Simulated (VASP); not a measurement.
Runs of VASP 6.6.1 on ZnBi3. The structure is that of space group Pm-3m (No. 221), or close to it. The cells are those of the table. 

```csv
cell,k mesh,smearing,gap on the mesh (eV),pressure (GPa)
"a = 4.873 Å, 4 atoms",4 × 4 × 4,gaussian 0.1 eV,none,(b)
"a = 4.788 Å, 4 atoms",10 × 10 × 10,gaussian 0.15 eV,none,0.0
"a = 4.772 Å, 4 atoms",10 × 10 × 10,gaussian 0.1 eV,none,0.5
"a = 5.002 Å, angles 91.1, 91.1, 88.9°, 4 atoms",9 × 9 × 9,gaussian 0.1 eV,none,-5.6
"a = 5.075 Å, 4 atoms",10 × 10 × 10,gaussian 0.1 eV,none,(a)
```

Alike in all rows: task single point; level PBEsol; potentials or basis VASP PAW PBE potentials, release 64 (Zn, Bi_d); no spin polarisation; cutoff (eV) 520.

Task: Estimate the missing entries.

Result: (a) -6.7; (b) -2.2.

Caveats: the PAW data sets were made with another functional, which shifts forces and pressure a little; spin-orbit coupling is left out, which moves the levels of the heavy elements; the cell stands under tension (at least some runs).

A k mesh can miss the band edges, and the runs leave out spin-orbit coupling on Bi.

A gap of «none» marks levels without a gap at the run's occupations.
